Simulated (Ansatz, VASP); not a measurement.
**One calculation of AlSn, two programs**

INCAR

```
SYSTEM = AlSn
  ALGO = Normal
  EDIFF = 1E-6
  ENCUT = 500
  GGA = PS
  GGA_COMPAT = .FALSE.
  ISIF = 2
  ISMEAR = -1
  LASPH = .TRUE.
  LCHARG = .FALSE.
  LREAL = .FALSE.
  LWAVE = .FALSE.
  NBANDS = 16
  NELM = 120
  PREC = Accurate
  SIGMA = 0.05
```

Contents of KPOINTS:

```
k-points
0
G
  6 6 7
  0 0 0
```

POSCAR

```
AlSn
1.0
    4.1981056157      0.0000000000      0.0000000000
   -2.0990528078      3.6356661109      0.0000000000
    0.0000000000      0.0000000000      3.3068470000
Sn Al
1 1
Direct
    0.3333333333      0.6666666667      0.5000000000
    0.0000000000      0.0000000000      0.0000000000
```

input.yaml

```yaml
crystal:
  lattice:
    - [4.1981056157, 0.0, 0.0]
    - [-2.0990528078, 3.6356661109, 0.0]
    - [0.0, 0.0, 3.306847]
  atoms:
    - { symbol: Sn, position: [0.3333333333, 0.6666666667, 0.5] }
    - { symbol: Al, position: [0.0, 0.0, 0.0] }
hamiltonian:
  xc: pbesol
  pseudopotentials: { kind: paw }
kpoints:
  mp_grid: { grid: [6, 6, 7] }
  band_path:
    path:
      - [[0.0, 0.0, 0.0], [0.5, 0.0, 0.0], [0.3333333333, 0.3333333333, 0.0], [0.0, 0.0, 0.0], [0.0, 0.0, 0.5], [0.5, 0.0, 0.5], [0.3333333333, 0.3333333333, 0.5], [0.0, 0.0, 0.5]]
      - [[0.5, 0.0, 0.5], [0.5, 0.0, 0.0]]
      - [[0.3333333333, 0.3333333333, 0.0], [0.3333333333, 0.3333333333, 0.5]]
    npoints: 14
scf:
  occupations: { method: fermi_dirac, width: 0.05 }
  n_extra_bands: 6
output:
  forces: true
  stress: true
  eigenvalues: true
  fatbands: false
  write_density: true
  write_potential: true
  elf: true
  volumetric_format: npy
```

Alike in both runs: functional PBEsol; k mesh 6 × 6 × 7; occupations fermi-dirac, width 0.05 eV; no spin polarisation.

|  | VASP | Ansatz |
| --- | --- | --- |
| version | VASP 6.6.1 | Ansatz 0.2.0 |
| potentials or method | VASP PAW PBE potentials, release 64 (Sn_d, Al) | Ansatz PAW |
| plane-wave cutoff (eV) | 500 | 420 |
| valence electrons in the cell | 17 | 17 |
| task | single point | band structure |

|  | VASP | Ansatz | Ansatz less VASP |
| --- | --- | --- | --- |
| gap on the k mesh at the Fermi level (eV) | none | none | - |
| pressure (GPa) | -2.3 | -2.3 | +0.05 |
| traceless stress, the component that is largest in VASP (GPa) | -3.10 | -3.11 | -0.008 |

VASP's potentials were made for PBE, not for PBEsol. A gap of «none» marks a metal or a gap that the smearing closes.
